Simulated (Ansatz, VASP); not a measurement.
# One calculation of Cu3Si4Sb, two programs

```
CELL_PARAMETERS angstrom
0.00000 5.12241 0.00000
5.12241 0.00000 0.00000
2.56120 2.56120 -5.10349
ATOMIC_POSITIONS crystal
Cu 0.50000 0.50000 0.00000
Cu 0.75000 0.25000 0.50000
Cu 0.25000 0.75000 0.50000
Sb 0.00000 0.00000 0.00000
Si 0.61081 0.61081 0.26258
Si 0.38919 0.87339 0.73742
Si 0.12661 0.12661 0.26258
Si 0.87339 0.38919 0.73742
```

Alike in both runs: task single point; functional r2SCAN; k mesh 7 × 7 × 7; occupations fermi-dirac, width 0.0319 eV; no spin polarisation.

```csv
,VASP,Ansatz
version,VASP 6.6.1,Ansatz 0.2.0
potentials or method,"VASP PAW PBE potentials, release 64 (Cu, Sb, Si), cutoff 520 eV",PAW plane waves
valence electrons in the cell,54,88
```

```csv
,VASP,Ansatz,Ansatz less VASP
pressure (GPa),25.6,25.1,-0.44
rms of the force components (eV/Å),1.179,1.143,-0.0365
```

VASP's potentials were made for PBE, not for r2SCAN. The functional is the same, so the differences come from potentials, cutoffs and numerics. VASP's potentials hold 54 valence electrons a cell and Ansatz's 88, so a difference there can come from the potentials and not from the codes.

Spin-orbit coupling is off throughout.
